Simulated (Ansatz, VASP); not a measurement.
# Two plane-wave programs on B

```
CELL_PARAMETERS angstrom
3.35162 0.00000 0.00000
-1.67581 2.90258 0.00000
0.00000 0.00000 1.91198
ATOMIC_POSITIONS crystal
B 0.00000 0.00000 0.00000
B 0.33333 0.66667 0.50000
B 0.66667 0.33333 0.50000
```

Alike in both runs: task relaxation of cell and atoms; functional PBE; k mesh 15 × 15 × 22; occupations gaussian, width 0.1 eV; no spin polarisation.

```csv
,VASP,Ansatz
version,VASP 6.6.1,Ansatz 0.2.0
potentials or method,"VASP PAW PBE potentials, release 64 (B), cutoff 600 eV","scalar-relativistic, plane waves, PAW"
valence electrons in the cell,9,9
```

```csv
,VASP,Ansatz,Ansatz less VASP
"gap on the k mesh at the Fermi level, each at its own relaxed structure (eV)",none,none,-
relaxed volume (Å³/atom),8.60,8.62,+0.017
relaxed cell length with the largest relative difference (Å),4.321,4.325,+0.0043
```

A gap of «none» marks a metal or a gap that the smearing closes.

Noted on VASP's run: the volume moved by over 15 % at a fixed basis, so the end points are rough.
